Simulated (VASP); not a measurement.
The system is HgTe.

```
Hg Te
1.0
     0.00000    3.21450    3.21450
     3.21450    0.00000    3.21450
     3.21450    3.21450    0.00000
Hg Te
1 1
Direct
  0.00000 0.00000 0.00000
  0.75000 0.75000 0.75000
```

Base run:

```yaml
Program: VASP 6.6.1
Functional: b88 exchange, pbe correlation
Potentials_or_basis: VASP PAW PBE potentials, release 64 (Hg, Te)
Cutoff: 500 eV
k_mesh: 7 × 7 × 7
Occupations: fermi-dirac, width 0.05 eV
Spin: no spin polarisation
```

Its results: band gap on the k mesh zero (filled and empty bands touch); pressure 4.5 GPa.

Question: After a change of settings the same cell gave: band gap on the k mesh 0.49 eV; pressure 6.5 GPa. Which change was it?
A. functional from b88 exchange, pbe correlation to PBE-based global hybrid with 10 % exact exchange; cutoff from 500 eV to 520 eV; k mesh from 7 × 7 × 7 to 4 × 4 × 4
B. functional from b88 exchange, pbe correlation to B3LYP; cutoff from 500 eV to 400 eV; k mesh from 7 × 7 × 7 to 4 × 4 × 4
C. functional from b88 exchange, pbe correlation to PBE; cutoff from 500 eV to 520 eV; k mesh from 7 × 7 × 7 to 4 × 4 × 4
D. functional from b88 exchange, pbe correlation to PBE-based global hybrid with 50 % exact exchange; cutoff from 500 eV to 520 eV; k mesh from 7 × 7 × 7 to 4 × 4 × 4

Answer: B.

Caveats: some runs use coarse meshes; the PAW data sets were made with another functional, which shifts forces and pressure a little; spin-orbit coupling is left out, which moves the levels of the heavy elements; the cell stands under pressure (at least some runs); semilocal functionals underestimate gaps, so a narrow gap can read as zero (at least some runs).
